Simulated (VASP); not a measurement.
Write the native input for VASP 6.6.1 that does the following.

```
Task                   : single point
Functional             : PBEsol
Potentials or basis    : VASP PAW PBE potentials, release 64 (Ta_pv, N)
Cutoff                 : 520 eV
k mesh                 : 14 × 14 × 4
Occupations            : gaussian, width 0.15 eV
Spin                   : no spin polarisation
Dipole correction      : no
Further INCAR settings : ALGO = Fast; EDIFF = 1e-06; NBANDS = 42; ISYM = 0
```

The structure of TaN lies in POSCAR:

```
TaN
1.0
   -3.1222862254      0.0000000000      0.0000000000
   -1.5611431127     -2.7039791891      0.0000000000
   -0.7805715564     -1.3519895945     12.1049231048
Ta N
4 4
Direct
    0.3333333333     -0.1260639563      0.9187945792
    0.3333333333      0.1239360437      0.4187945792
    0.6666666667      0.5822693771      0.1687945792
    0.6666666667      0.3322693771      0.6687945792
    0.3333333333      0.2927306229      0.0812054208
    0.3333333333      0.0427306229      0.5812054208
    0.6666666667      0.5010639563      0.3312054208
    0.6666666667      0.2510639563      0.8312054208
```

One way to write it, as run:

INCAR

```
PREC     = Accurate       # precision mode
ENCUT    = 520            # plane-wave cutoff, eV
EDIFF    = 1E-6           # SCF threshold, eV
ISMEAR   = 0              # smearing method
SIGMA    = 0.15           # smearing width, eV
LREAL    = False          # projectors in reciprocal space
LASPH    = True           # aspherical terms in the spheres
NELM     = 60             # most SCF steps
ALGO     = Fast           # electronic algorithm
ISIF     = 2              # what is computed and relaxed
LWAVE    = False          # write WAVECAR
LCHARG   = False          # write CHGCAR
GGA      = PS             # functional
NBANDS   = 42             # bands
ISYM     = 0
```

KPOINTS

```
Automatic mesh
0
Gamma
  14 14 4
```

Potentials or basis: VASP PAW PBE potentials, release 64 (Ta_pv, N).

Launch:

```console
$ cat potpaw_PBE.64/Ta_pv/POTCAR potpaw_PBE.64/N/POTCAR > POTCAR
$ mpirun -np 1 vasp_std > vasp.out
```

Results of the run:

```
Pressure               : -3.8 GPa
Largest force          : 2.642 eV/Å
Band gap on the k mesh : zero (bands 32 and 33 overlap by 0.35 eV)
```

Caveat: the cell stands under tension; the PAW data sets were made with another functional, which shifts forces and pressure a little; spin-orbit coupling is left out, which moves the levels of the heavy elements.

It took 54 min on 1 thread of Oxide Virtual Turin-like Processor, on a shared host, peak memory 1.1 GiB.
